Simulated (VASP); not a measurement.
# GaN (F-43m) in VASP: further runs, part 3 of 4

VASP 6.6.1. Earlier steps stand in the parts before.

## Step 5: Vibrations by perturbation theory, PBE

This run uses another cell than the first one, of 11.57 Å³/atom, 1.031 times its volume.

INCAR reads:

```
PREC = Accurate ; ENCUT = 520
EDIFF = 1E-8 ; ISMEAR = 0
SIGMA = 0.01 ; LREAL = False
LASPH = True ; NELM = 60
ALGO = Normal ; ISIF = 2
LWAVE = False ; LCHARG = False
GGA = PE ; NBANDS = 16
IBRION = 8 ; NSW = 1
LEPSILON = True
```

KPOINTS reads:

```
regular mesh
0
Gamma
  10 10 10
```

POSCAR reads:

```
GaN
1.0
    0.0000000000      2.2615593926      2.2615593926
    2.2615593926      0.0000000000      2.2615593926
    2.2615593926      2.2615593926      0.0000000000
Ga N
1 1
Direct
    0.0000000000      0.0000000000      0.0000000000
    0.7500000000      0.7500000000      0.7500000000
```

Potentials or basis: VASP PAW PBE potentials, release 64 (Ga_d, N).

Started as:

```console
> cat potpaw_PBE.64/Ga_d/POTCAR potpaw_PBE.64/N/POTCAR > POTCAR
> mpirun -np 1 vasp_std > vasp.out
```

OUTCAR:

```text
PREC = Accurate
   ENCUT = 520
   EDIFF = 1E-8
   ISMEAR = 0
   LREAL = False
   LASPH = True
   NELM = 60
   ISIF = 2
   GGA = PE
   IBRION = 8
   NSW = 1
   LEPSILON = True

 ion  position               nearest neighbor table
   1  0.000  0.000  0.000-   2 1.96   2 1.96   2 1.96   2 1.96
   2  0.750  0.750  0.750-   1 1.96   1 1.96   1 1.96   1 1.96

  LATTYP: Found a face centered cubic cell.
 ALAT       =     4.5231187852

  Lattice vectors:

 A1 = (   0.0000000000,   2.2615593926,   2.2615593926)
 A2 = (   2.2615593926,   0.0000000000,   2.2615593926)
 A3 = (   2.2615593926,   2.2615593926,   0.0000000000)

Analysis of symmetry for initial positions (statically):
=====================================================================
 Subroutine PRICEL returns:
 Original cell was already a primitive cell.

 Routine SETGRP: Setting up the symmetry group for a
 face centered cubic supercell.

 Subroutine GETGRP returns: Found 24 space group operations
 (whereof 24 operations were pure point group operations)
 out of a pool of 48 trial point group operations.

The static configuration has the point symmetry T_d .

Analysis of symmetry for dynamics (positions and initial velocities):
=====================================================================
 Subroutine PRICEL returns:
 Original cell was already a primitive cell.

 Routine SETGRP: Setting up the symmetry group for a
 face centered cubic supercell.

 Subroutine GETGRP returns: Found 24 space group operations
 (whereof 24 operations were pure point group operations)
 out of a pool of 48 trial point group operations.

The dynamic configuration has the point symmetry T_d .

 Subroutine INISYM returns: Found 24 space group operations
 (whereof 24 operations are pure point group operations),
 and found     1 'primitive' translations

----------------------------------------------------------------------------------------

                                     Primitive cell

  volume of cell :      23.1342

  direct lattice vectors                    reciprocal lattice vectors
     0.000000000  2.261559393  2.261559393    -0.221086389  0.221086389  0.221086389
     2.261559393  0.000000000  2.261559393     0.221086389 -0.221086389  0.221086389
     2.261559393  2.261559393  0.000000000     0.221086389  0.221086389 -0.221086389

  length of vectors
     3.198327965  3.198327965  3.198327965     0.382932859  0.382932859  0.382932859

  position of ions in fractional coordinates (direct lattice)
     0.000000000  0.000000000  0.000000000
     0.750000000  0.750000000  0.750000000

  ion indices of the primitive-cell ions
   primitive index   ion index
                 1           1
[... 642 lines left out ...]
    -0.00067  1.03190  0.00000
     1.03190 -0.00067  0.00000
     0.00000  0.00000  0.00063

--------------------------------------- Ionic step        4  -------------------------------------------

------------------------ aborting loop because EDIFF is reached ----------------------------------------

[... ionic steps 5 to 6 ...]

--------------------------------------- Ionic step        7  -------------------------------------------

 Free energy of the ion-electron system (eV)
  ---------------------------------------------------
  ---------------------------------------------------
  free energy    TOTEN  =        -0.23329811 eV

  energy without entropy =       -0.23329811

------------------------ aborting loop because EDIFF is reached ----------------------------------------

 INTERNAL STRAIN TENSOR  FOR ION    2  DIRECTION 1   (eV/Angst):
 -----------------------------------------------------------------------------
     0.00312  0.00000  0.00000
     0.00000 -0.00515  7.86862
     0.00000  7.86862 -0.00515

 MACROSCOPIC STATIC DIELECTRIC TENSOR (including local field effects in DFT)
 ------------------------------------------------------
           6.091225    -0.000000     0.000000
           0.000000     6.091225    -0.000000
           0.000000    -0.000000     6.091225
 ------------------------------------------------------

 PIEZOELECTRIC TENSOR (including local field effects)  for field in x, y, z        (e  Angst)
          XX          YY          ZZ          XY          YZ          ZX
  --------------------------------------------------------------------------------
  x    -0.00000    -0.00000    -0.00000     0.00000     1.49092     0.00000
  y     0.00000     0.00000     0.00000     0.00000     0.00000     1.49092
  z     0.00000     0.00000     0.00000     1.49092     0.00000     0.00000

 PIEZOELECTRIC TENSOR (including local field effects)  for field in x, y, z        (C/m^2)
          XX          YY          ZZ          XY          YZ          ZX
  --------------------------------------------------------------------------------
  x    -0.00000    -0.00000    -0.00000     0.00000     1.03255     0.00000
  y     0.00000     0.00000     0.00000     0.00000     0.00000     1.03255
  z     0.00000     0.00000     0.00000     1.03255     0.00000     0.00000

 BORN EFFECTIVE CHARGES (including local field effects) (in |e|, cummulative output)
 ---------------------------------------------------------------------------------
 ion    1
    1     2.67450    -0.00000     0.00000
    2    -0.00000     2.67450    -0.00000
    3    -0.00000    -0.00000     2.67450
 ion    2
    1    -2.67450     0.00000    -0.00000
    2     0.00000    -2.67450     0.00000
    3     0.00000     0.00000    -2.67450

 INTERNAL STRAIN TENSOR FOR ION    2 for displacements in x,y,z  (eV/Angst):
          X           Y           Z          XY          YZ          ZX
  --------------------------------------------------------------------------------
  x     0.00000    -0.00000    -0.00000     0.00000     7.86862     0.00000
  y     0.00000     0.00000     0.00000     0.00000     0.00000     7.86862
  z    -0.00000    -0.00000     0.00000     7.86862     0.00000     0.00000

 SECOND DERIVATIVES (NOT SYMMETRIZED)
 ------------------------------------
               1X          1Y          1Z          2X          2Y          2Z
  1X   -11.828090    0.000000    0.000000   11.828090    0.000000    0.000000
  1Y     0.000000  -11.828090    0.000000    0.000000   11.828090    0.000000
  1Z     0.000000    0.000000  -11.828090    0.000000    0.000000   11.828090
  2X    11.864239    0.000000    0.000000  -11.864239    0.000000    0.000000
  2Y     0.000000   11.864239    0.000000    0.000000  -11.864239    0.000000
  2Z     0.000000    0.000000   11.864239    0.000000    0.000000  -11.864239

 Eigenvectors and eigenvalues of the dynamical matrix
 ----------------------------------------------------

   1 f  =   15.765854 THz    99.059781 2PiTHz  525.892275 cm-1    65.202303 meV
             X         Y         Z           dx          dy          dz
      0.000000  0.000000  0.000000     0.000000    0.408416    0.000000
      3.392339  3.392339  3.392339     0.000000   -0.912796    0.000000
[... 21 lines left out ...]
   6 f/i=    0.008968 THz     0.056345 2PiTHz    0.299128 cm-1     0.037087 meV
             X         Y         Z           dx          dy          dz
      0.000000  0.000000  0.000000     0.000000    0.000000    0.912796
      3.392339  3.392339  3.392339     0.000000    0.000000    0.408416

--------------------------------------------------------------------------------------------------------

 MACROSCOPIC STATIC DIELECTRIC TENSOR IONIC CONTRIBUTION
 ------------------------------------------------------
           4.723017    -0.000000     0.000000
          -0.000000     4.723017     0.000000
           0.000000     0.000000     4.723017
 ------------------------------------------------------

 ELASTIC MODULI CONTR FROM IONIC RELAXATION (kBar)
 Direction    XX          YY          ZZ          XY          YZ          ZX
 --------------------------------------------------------------------------------
 XX          -0.0000     -0.0000     -0.0000      0.0000      0.0000     -0.0000
 YY          -0.0000     -0.0000     -0.0000      0.0000      0.0000     -0.0000
 ZZ          -0.0000     -0.0000     -0.0000      0.0000      0.0000     -0.0000
 XY           0.0000      0.0000      0.0000   -335.1305     -0.0000      0.0000
 YZ           0.0000      0.0000      0.0000     -0.0000   -335.1305      0.0000
 ZX          -0.0000     -0.0000     -0.0000      0.0000      0.0000   -335.1305
 --------------------------------------------------------------------------------

 PIEZOELECTRIC TENSOR IONIC CONTR  for field in x, y, z        (C/m^2)
          XX          YY          ZZ          XY          YZ          ZX
  --------------------------------------------------------------------------------
  x     0.00000     0.00000     0.00000    -0.00000    -1.18383     0.00000
  y    -0.00000    -0.00000    -0.00000     0.00000     0.00000    -1.18383
  z     0.00000     0.00000     0.00000    -1.18383    -0.00000    -0.00000
```

OSZICAR:

```text
N       E                     dE             d eps       ncg     rms          rms(c)
DAV:   1     0.865383384444E+02    0.86538E+02   -0.92558E+03  1664   0.201E+03
DAV:   2    -0.786901025206E+01   -0.94407E+02   -0.88595E+02  1648   0.337E+02
[... 180 lines left out ...]
RMM:   7    -0.233295754430E+00    0.24291E-04   -0.79213E-08 11032   0.250E-03    0.110E-04
RMM:   8    -0.233298274184E+00   -0.25198E-05   -0.18363E-09 11004   0.598E-04    0.391E-05
RMM:   9    -0.233298089238E+00    0.18495E-06    0.37725E-10 11033   0.188E-04    0.570E-06
RMM:  10    -0.233298063815E+00    0.25423E-07   -0.13260E-10 11312   0.533E-05    0.407E-06
RMM:  11    -0.233298110959E+00   -0.47144E-07   -0.14003E-10 11005   0.191E-05    0.472E-07
RMM:  12    -0.233298109287E+00    0.16721E-08    0.56895E-11 10120   0.794E-06    0.261E-07
 Linear response finished
```

Run time: 2.8 min. Hardware: 1 thread of Intel Xeon 6975P-C (Granite Rapids), shared host; peak memory 0.27 GiB.

What came out:

- Electronic dielectric tensor (diagonal): 6.09
- Born charges (mean of the diagonal): Ga +2.67; N -2.67 e
- Highest phonon frequency at Γ, LO-TO splitting left out: 526 cm⁻¹

Phonon frequencies in cm⁻¹ (negative: imaginary):
```tsv
q point	frequencies
(0.000, 0.000, 0.000)	0 0 0 526 526 526
```

Electronic dielectric tensor:
```
6.09 0.00 0.00
0.00 6.09 0.00
0.00 0.00 6.09
```

Born effective charge tensors (e):
atom 1, Ga
```
2.67 0.00 0.00
0.00 2.67 0.00
0.00 0.00 2.67
```
atom 2, N
```
-2.67  0.00  0.00
 0.00 -2.67  0.00
 0.00  0.00 -2.67
```

Caveat: the cell wasn't relaxed at this level first, which shifts response properties.

[end of part 3 of 4]
